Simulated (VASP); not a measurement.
# La (P6_3/mmc) in VASP: notebook

La is run at these levels: PBEsol; tasks: vibrations by perturbation theory, electric field gradients.

Program: VASP 6.6.1. These are calculated values, not measurements. Logs are shortened: lines on timing, memory, paths and dates and some standing lists are left out, and cuts for length are marked.

## 1. The cell of the first run

The structure is hexagonal, space group P6_3/mmc (No. 194). The conventional cell has a = 3.666 Å, b = 3.666 Å, c = 5.979 Å, α = 90.00°, β = 90.00°, γ = 120.00°. La (site symmetry -6m2) has 12 La at 3.66 to 3.67 Å within 4.8 Å.

## 2. Vibrations by perturbation theory, PBEsol

Input file INCAR:

```
ALGO = Normal ; EDIFF = 1E-8
ENCUT = 520 ; GGA = PS
IBRION = 8 ; ISIF = 2
ISMEAR = -1 ; LASPH = True
LCHARG = True ; LREAL = False
LWAVE = False ; NBANDS = 18
NELM = 100 ; NSW = 1
PREC = Accurate ; SIGMA = 0.15
```

Input file KPOINTS:

```
k-points
0
Gamma
  15 15 8
```

Input file POSCAR:

```
La
1.0
    3.6656840247      0.0000000000      0.0000000000
   -1.8328420123      3.1745754876      0.0000000000
    0.0000000000      0.0000000000      5.9794030235
La
2
Direct
    0.3333333333      0.6666666667      0.2500000000
    0.6666666667      0.3333333333      0.7500000000
```

Potentials or basis: VASP PAW PBE potentials, release 64 (La).

Started as:

```sh
$ cat potpaw_PBE.64/La/POTCAR > POTCAR
$ mpirun -np 1 vasp_std > vasp.out
```

OUTCAR:

```text
EDIFF = 1E-8
   ENCUT = 520
   GGA = PS
   IBRION = 8
   ISIF = 2
   ISMEAR = -1
   LASPH = True
   LREAL = False
   NELM = 100
   NSW = 1
   PREC = Accurate

 ion  position               nearest neighbor table
   1  0.333  0.667  0.250-   2 3.66   2 3.66   2 3.66   2 3.66   2 3.66   2 3.66
   2  0.667  0.333  0.750-   1 3.66   1 3.66   1 3.66   1 3.66   1 3.66   1 3.66

  LATTYP: Found a hexagonal cell.
 ALAT       =     3.6656840247
 C/A-ratio  =     1.6311834253

  Lattice vectors:

 A1 = (   3.6656840247,   0.0000000000,   0.0000000000)
 A2 = (  -1.8328420123,   3.1745754876,   0.0000000000)
 A3 = (   0.0000000000,   0.0000000000,   5.9794030235)

Analysis of symmetry for initial positions (statically):
=====================================================================
 Subroutine PRICEL returns:
 Original cell was already a primitive cell.

 Routine SETGRP: Setting up the symmetry group for a
 hexagonal supercell.

 Subroutine GETGRP returns: Found 24 space group operations
 (whereof 12 operations were pure point group operations)
 out of a pool of 24 trial point group operations.

The static configuration has the point symmetry D_3d.
 The point group associated with its full space group is D_6h.

Analysis of symmetry for dynamics (positions and initial velocities):
=====================================================================
 Subroutine PRICEL returns:
 Original cell was already a primitive cell.

 Routine SETGRP: Setting up the symmetry group for a
 hexagonal supercell.

 Subroutine GETGRP returns: Found 24 space group operations
 (whereof 12 operations were pure point group operations)
 out of a pool of 24 trial point group operations.

The dynamic configuration has the point symmetry D_3d.
 The point group associated with its full space group is D_6h.

 Subroutine INISYM returns: Found 24 space group operations
 (whereof 12 operations are pure point group operations),
 and found     1 'primitive' translations

----------------------------------------------------------------------------------------

[... 676 lines left out ...]
     -0.00000      2.11638      1.49485         0.000000     -0.000000      0.000000
      1.83284      1.05819      4.48455        -0.000000      0.000000      0.000000
 -----------------------------------------------------------------------------------
    total drift:                                0.000000     -0.000000      0.000000

  FREE ENERGIE OF THE ION-ELECTRON SYSTEM (eV)
  ---------------------------------------------------
  free  energy   TOTEN  =       -10.7528503695 eV

  energy  without entropy=      -10.4967054370  energy(sigma->0) =      -10.62477790

[... ionic steps 2 to 3 ...]

--------------------------------------- Ionic step        4  -------------------------------------------

------------------------ aborting loop because EDIFF is reached ----------------------------------------

[... ionic steps 5 to 5 ...]

--------------------------------------- Ionic step        6  -------------------------------------------

 Free energy of the ion-electron system (eV)
  ---------------------------------------------------
  ---------------------------------------------------
  free energy    TOTEN  =        -0.31978879 eV

  energy without entropy =       -0.31978879

------------------------ aborting loop because EDIFF is reached ----------------------------------------

 INTERNAL STRAIN TENSOR  FOR ION    1  DIRECTION 3   (eV/Angst):
 -----------------------------------------------------------------------------
    -0.04000 -0.00000  0.00000
    -0.00000 -0.04000  0.00000
     0.00000 -0.00000  0.10041

 INTERNAL STRAIN TENSOR FOR ION    2 for displacements in x,y,z  (eV/Angst):
          X           Y           Z          XY          YZ          ZX
  --------------------------------------------------------------------------------
  x     0.00000    -0.00000     0.00000     0.22248     0.00000     0.00000
  y     0.22248    -0.22248    -0.00000    -0.00000     0.00000     0.00000
  z     0.00000     0.00000     0.00000     0.00000    -0.00000     0.00000

 SECOND DERIVATIVES (NOT SYMMETRIZED)
 ------------------------------------
               1X          1Y          1Z          2X          2Y          2Z
  1X    -0.266350   -0.000000    0.000000    0.266350    0.000000    0.000000
  1Y    -0.000000   -0.266350    0.000000    0.000000    0.266350    0.000000
  1Z     0.000000    0.000000   -1.739768    0.000000    0.000000    1.739768
  2X     0.266350    0.000000    0.000000   -0.266350   -0.000000    0.000000
  2Y     0.000000    0.266350    0.000000   -0.000000   -0.266350    0.000000
  2Z     0.000000    0.000000    1.739768    0.000000    0.000000   -1.739768

 Eigenvectors and eigenvalues of the dynamical matrix
 ----------------------------------------------------

   1 f  =    2.474345 THz    15.546769 2PiTHz   82.535269 cm-1    10.233065 meV
             X         Y         Z           dx          dy          dz
     -0.000000  2.116384  1.494851     0.000000    0.000000    0.707107
      1.832842  1.058192  4.484552     0.000000    0.000000   -0.707107
[... 11 lines left out ...]
   4 f  =    0.000000 THz     0.000000 2PiTHz    0.000000 cm-1     0.000000 meV
             X         Y         Z           dx          dy          dz
     -0.000000  2.116384  1.494851    -0.679515   -0.192741    0.033328
      1.832842  1.058192  4.484552    -0.679515   -0.192741    0.033328

   5 f/i=    0.000000 THz     0.000000 2PiTHz    0.000001 cm-1     0.000000 meV
             X         Y         Z           dx          dy          dz
     -0.000000  2.116384  1.494851     0.189322   -0.617798    0.287198
      1.832842  1.058192  4.484552     0.189322   -0.617798    0.287198

   6 f/i=    0.000000 THz     0.000000 2PiTHz    0.000001 cm-1     0.000000 meV
             X         Y         Z           dx          dy          dz
     -0.000000  2.116384  1.494851     0.049164   -0.284915   -0.645296
      1.832842  1.058192  4.484552     0.049164   -0.284915   -0.645296

--------------------------------------------------------------------------------------------------------

 ELASTIC MODULI CONTR FROM IONIC RELAXATION (kBar)
 Direction    XX          YY          ZZ          XY          YZ          ZX
 --------------------------------------------------------------------------------
 XX          -4.2790      4.2790      0.0000     -0.0000      0.0000     -0.0000
 YY           4.2790     -4.2790     -0.0000     -0.0000      0.0000     -0.0000
 ZZ           0.0000     -0.0000     -0.0000     -0.0000      0.0000      0.0000
 XY          -0.0000     -0.0000     -0.0000     -4.2790      0.0000     -0.0000
 YZ           0.0000      0.0000      0.0000      0.0000     -0.0000      0.0000
 ZX          -0.0000     -0.0000      0.0000     -0.0000      0.0000     -0.0000
 --------------------------------------------------------------------------------
```

OSZICAR:

```text
N       E                     dE             d eps       ncg     rms          rms(c)
DAV:   1     0.248987830830E+03    0.24899E+03   -0.80800E+03  4884   0.172E+03
DAV:   2     0.252177457496E+02   -0.22377E+03   -0.22053E+03  6924   0.306E+02
[... 98 lines left out ...]
RMM:  28    -0.319788738619E+00    0.15193E-07   -0.24883E-05 17030   0.757E-03    0.601E-05
RMM:  29    -0.319788751503E+00   -0.12884E-07   -0.24021E-05 17167   0.756E-03    0.684E-05
RMM:  30    -0.319788758180E+00   -0.66772E-08   -0.22888E-05 17211   0.755E-03    0.731E-05
RMM:  31    -0.319788754273E+00    0.39066E-08   -0.22198E-05 17393   0.753E-03    0.797E-05
RMM:  32    -0.319788747778E+00    0.64950E-08   -0.21258E-05 17369   0.753E-03    0.848E-05
RMM:  33    -0.319788785933E+00   -0.38155E-07   -0.20796E-05 17510   0.751E-03    0.796E-05
 Linear response finished
```

stdout:

```text
POSCAR found type information on POSCAR La
 POSCAR found :  1 types and       2 ions
 scaLAPACK will be used
 -----------------------------------------------------------------------------
|                                                                             |
|                                                                             |
|     You enforced a specific xc type in the INCAR file but a different       |
|     I HOPE YOU KNOW WHAT YOU ARE DOING!                                     |
|                                                                             |
 -----------------------------------------------------------------------------

 LDA part: xc-table for (Slater+PW92), standard interpolation
 POSCAR, INCAR and KPOINTS ok, starting setup
 FFT: planning ... GRIDC
 FFT: planning ... GRID_SOFT
 FFT: planning ... GRID
 WAVECAR not read
 entering main loop
 Linear response reoptimize wavefunctions to high precision
 Linear response DOF=           2
 Linear response progress:
 first order change of Fermi-energy   0.72469E-05
 force on displaced ion       1 direction 1 :  -0.266  -0.002   0.000
 Linear response progress:
 first order change of Fermi-energy   0.10468E-03
 force on displaced ion       1 direction 3 :  -0.000   0.000  -1.740
 Linear response finished
```

Run time: 40 min. Hardware: 1 thread of Intel Xeon 6975P-C (Granite Rapids), shared host; peak memory 1.4 GiB.

Results:

| Quantity | Value |
| --- | --- |
| Highest phonon frequency at Γ | 83 cm⁻¹ |

Phonon frequencies in cm⁻¹ (negative: imaginary):
```
              q point     frequencies
(0.000, 0.000, 0.000)  0 0 0 32 32 83
```

Caveat: the PAW data sets were made with another functional, which shifts forces and pressure a little; spin-orbit coupling is left out, which moves the levels of the heavy elements.

## 3. Electric field gradients, PBEsol

Input file INCAR:

```
PREC = Accurate
ENCUT = 520
EDIFF = 1E-8
ISMEAR = -1
SIGMA = 0.15
LREAL = False
LASPH = True
NELM = 100
ALGO = Normal
ISIF = 2
LWAVE = False
LCHARG = False
GGA = PS
LEFG = True
NBANDS = 18
```

Input file KPOINTS:

```
regular mesh
0
Gamma
  15 15 8
```

POSCAR is that of step 2.

Potentials or basis: VASP PAW PBE potentials, release 64 (La).

Started as:

```sh
$ cat potpaw_PBE.64/La/POTCAR > POTCAR
$ mpirun -np 1 vasp_std > vasp.out
```

OUTCAR:

```text
PREC = Accurate
   ENCUT = 520
   EDIFF = 1E-8
   ISMEAR = -1
   LREAL = False
   LASPH = True
   NELM = 100
   ISIF = 2
   GGA = PS

 ion  position               nearest neighbor table
   1  0.333  0.667  0.250-   2 3.66   2 3.66   2 3.66   2 3.66   2 3.66   2 3.66
   2  0.667  0.333  0.750-   1 3.66   1 3.66   1 3.66   1 3.66   1 3.66   1 3.66

  LATTYP: Found a hexagonal cell.
 ALAT       =     3.6656840247
 C/A-ratio  =     1.6311834253

  Lattice vectors:

 A1 = (   3.6656840247,   0.0000000000,   0.0000000000)
 A2 = (  -1.8328420123,   3.1745754876,   0.0000000000)
 A3 = (   0.0000000000,   0.0000000000,   5.9794030235)

Analysis of symmetry for initial positions (statically):
=====================================================================
 Subroutine PRICEL returns:
 Original cell was already a primitive cell.

 Routine SETGRP: Setting up the symmetry group for a
 hexagonal supercell.

 Subroutine GETGRP returns: Found 24 space group operations
 (whereof 12 operations were pure point group operations)
 out of a pool of 24 trial point group operations.

The static configuration has the point symmetry D_3d.
 The point group associated with its full space group is D_6h.

Analysis of symmetry for dynamics (positions and initial velocities):
=====================================================================
 Subroutine PRICEL returns:
 Original cell was already a primitive cell.

 Routine SETGRP: Setting up the symmetry group for a
 hexagonal supercell.

 Subroutine GETGRP returns: Found 24 space group operations
 (whereof 12 operations were pure point group operations)
 out of a pool of 24 trial point group operations.

The dynamic configuration has the point symmetry D_3d.
 The point group associated with its full space group is D_6h.

 Subroutine INISYM returns: Found 24 space group operations
 (whereof 12 operations are pure point group operations),
 and found     1 'primitive' translations

----------------------------------------------------------------------------------------

                                     Primitive cell

  volume of cell :      69.5823

  direct lattice vectors                    reciprocal lattice vectors
     3.665684025  0.000000000  0.000000000     0.272800381  0.157501374  0.000000000
    -1.832842012  3.174575488  0.000000000     0.000000000  0.315002747  0.000000000
     0.000000000  0.000000000  5.979403023     0.000000000  0.000000000  0.167240776

  length of vectors
     3.665684025  3.665684025  5.979403023     0.315002747  0.315002747  0.167240776

  position of ions in fractional coordinates (direct lattice)
     0.333333333  0.666666667  0.250000000
     0.666666667  0.333333333  0.750000000

  ion indices of the primitive-cell ions
   primitive index   ion index
                 1           1
                 2           2

[... 75 lines left out ...]
   IBRION =     -1    ionic relax: 0-MD 1-quasi-New 2-CG
   NFREE  =      0    steps in history (QN), initial steepest desc. (CG)
   ISIF   =      2    stress and relaxation
   ISYM   =      2    0-nonsym 1-usesym 2-fastsym
   POTIM  = 0.5000    time-step for ionic-motion
   TEBEG  =    0.0;   TEEND  =   0.0 temperature during run
   PSTRESS=    0.0 pullay stress
   NELECT =      22.0000    total number of electrons
   NUPDOWN=      -1.0000    fix difference up-down
   EMIN   =  10.00;   EMAX   =-10.00  energy-range for DOS
   EFERMI =   0.00;   METHOD = LEGACY
   ISMEAR =    -1;   SIGMA  =   0.15  broadening in eV -4-tet -1-fermi 0-gaus
   EFERMI_NEDOS =   21; number of points for ismear=-14 and -15
   IALGO  =     38    algorithm
   IMIX   =      4    mixing-type and parameters
     AMIX     =   0.40;   BMIX     =  1.00
     AMIX_MAG =   1.60;   BMIX_MAG =  1.00
  volume/ion in A,a.u.               =      34.79       234.78
  Fermi-wavevector in a.u.,A,eV,Ry     =   1.115277  2.107569 16.923520  1.243844
  Thomas-Fermi vector in A             =   2.251880
   LORBIT       =      0    0 simple, 1 ext, 2 COOP (PROOUT), +10 PAW based schemes
   GGA     = PS    functional components
   LHFCALC =     F    Hartree Fock is set to
   AEXX    =    0.0000 exact exchange contribution
   IVDW    =     0    specifies the selected vdW correction
   LEPSILON=     F    determine dielectric tensor
   LRPA    =     F    only Hartree local field effects (RPA)
 non-spin polarized calculation
  energy-cutoff  :      520.00
  volume of cell :       69.58
 maximum number of plane-waves:      1888
 NGX is ok and might be reduce to    28
   NGX = 13   NGY = 13   NGZ = 23

 number of electron      22.0000001 magnetization

 Free energy of the ion-electron system (eV)
  ---------------------------------------------------
  ext. energy  EPLUGINS =         0.00000000
  ---------------------------------------------------
  free energy    TOTEN  =       -10.75285037 eV

  energy without entropy =      -10.49670544  energy(sigma->0) =      -10.62477790

 E-fermi :   8.3523     XC(G=0):  -9.9527

 val. band max:        8.3460575809   @ k =   0.3333   0.3333   0.1250
 cond. band min:       8.3570829867   @ k =   0.2667   0.1333   0.5000
 fundamental gap:      0.0110254059
 Fermi energy:         8.3522595592

 k-point     1 :       0.0000    0.0000    0.0000
  band No.  band energies     occupation
      1     -24.3795      2.00000
      2     -24.1235      2.00000
      3      -8.8574      2.00000
      4      -7.3892      2.00000
      5      -7.3892      2.00000
      6      -7.1732      2.00000
[... 481 lines left out ...]
      5      -8.0443      2.00000
      6      -8.0030      2.00000
[... 10 lines left out ...]
     17      10.3311      0.00000
     18      10.4360      0.00000

 [... further k-points ...]

------------------------ aborting loop because EDIFF is reached ----------------------------------------

  FORCE on cell =-STRESS in cart. coord.  units (eV):
  Direction    XX          YY          ZZ          XY          YZ          ZX
  --------------------------------------------------------------------------------------
  -------------------------------------------------------------------------------------
  Total        0.0208107      0.0208107      0.0290902      0.0000000      0.0000000      0.0000000
  in kB        0.4791790      0.4791790      0.6698201      0.0000000      0.0000000      0.0000000
  external PRESSURE =       0.5427260 kB  Pullay stress =       0.0000000 kB

 VOLUME and BASIS-vectors are now :
 -----------------------------------------------------------------------------
  energy-cutoff  :      520.00
  volume of cell :       69.58
      direct lattice vectors                 reciprocal lattice vectors
     3.665684025  0.000000000  0.000000000     0.272800381  0.157501374  0.000000000
    -1.832842012  3.174575488  0.000000000     0.000000000  0.315002747  0.000000000
     0.000000000  0.000000000  5.979403023     0.000000000  0.000000000  0.167240776

 POSITION                                       TOTAL-FORCE (eV/Angst)
 -----------------------------------------------------------------------------------
     -0.00000      2.11638      1.49485         0.000000     -0.000000      0.000000
      1.83284      1.05819      4.48455        -0.000000      0.000000      0.000000
 -----------------------------------------------------------------------------------
    total drift:                                0.000000     -0.000000      0.000000

  FREE ENERGIE OF THE ION-ELECTRON SYSTEM (eV)
  ---------------------------------------------------
  free  energy   TOTEN  =       -10.7528503695 eV

  energy  without entropy=      -10.4967054370  energy(sigma->0) =      -10.62477790

 Electric field gradients (V/A^2)
---------------------------------------------------------------------
 ion       V_xx      V_yy      V_zz      V_xy      V_xz      V_yz
---------------------------------------------------------------------
   1      -3.813    -3.813     7.626     0.000    -0.000     0.000
   2      -3.813    -3.813     7.626     0.000     0.000    -0.000
---------------------------------------------------------------------

 Electric field gradients after diagonalization (V/A^2)
 (convention: |V_zz| > |V_xx| > |V_yy|)
----------------------------------------------------------------------
 ion       V_xx      V_yy      V_zz     asymmetry (V_yy - V_xx)/ V_zz
----------------------------------------------------------------------
   1      -3.813    -3.813     7.626       0.000
   2      -3.813    -3.813     7.626       0.000
----------------------------------------------------------------------

           NMR quadrupolar parameters

 Cq : quadrupolar parameter    Cq=e*Q*V_zz/h
 eta: asymmetry parameters     (V_yy - V_xx)/ V_zz
 Q  : nuclear electric quadrupole moment in mb (millibarn)
----------------------------------------------------------------------
 ion       Cq(MHz)       eta       Q (mb)
----------------------------------------------------------------------
   1       0.018       0.000       1.000
   2       0.018       0.000       1.000
----------------------------------------------------------------------
```

OSZICAR:

```text
N       E                     dE             d eps       ncg     rms          rms(c)
DAV:   1     0.248987830830E+03    0.24899E+03   -0.80800E+03  4884   0.172E+03
DAV:   2     0.252177457496E+02   -0.22377E+03   -0.22053E+03  6924   0.306E+02
DAV:   3    -0.727246589410E+01   -0.32490E+02   -0.31236E+02  8096   0.136E+02
[... 11 lines left out ...]
DAV:  15    -0.107528502849E+02    0.44879E-08   -0.27477E-07  9144   0.310E-03    0.106E-04
DAV:  16    -0.107528503314E+02   -0.46569E-07   -0.96211E-08  7080   0.721E-04    0.383E-05
DAV:  17    -0.107528503513E+02   -0.19829E-07   -0.68948E-08  6120   0.515E-04    0.276E-05
DAV:  18    -0.107528503614E+02   -0.10146E-07   -0.56122E-08  5968   0.380E-04    0.571E-06
DAV:  19    -0.107528503695E+02   -0.81084E-08   -0.46469E-08  5856   0.346E-04
   1 F= -.10752850E+02 E0= -.10624778E+02  d E =-.256145E+00
```

Wall time 2.5 min (1 thread of Intel Xeon 6975P-C (Granite Rapids), shared host); peak memory 0.31 GiB.

Results:

```
Free energy                             : -10.7529 eV
Pressure                                : 0.1 GPa
Band gap on the k mesh                  : zero (bands 11 and 12 overlap by 1.59 eV)
Largest electric field gradient by atom : La +7.6 V/Å²
```

Electric field gradients, principal values (V/Å²):
| atom | least | middle | greatest (by size) |
| --- | --- | --- | --- |
| 1 La | -3.813 | -3.813 | 7.626 |
| 2 La | -3.813 | -3.813 | 7.626 |

Caveat: without QUAD_EFG the Cq values of the log hold for a quadrupole moment of 1 mb, not for the nuclei; the PAW data sets were made with another functional, which shifts forces and pressure a little; spin-orbit coupling is left out, which moves the levels of the heavy elements.
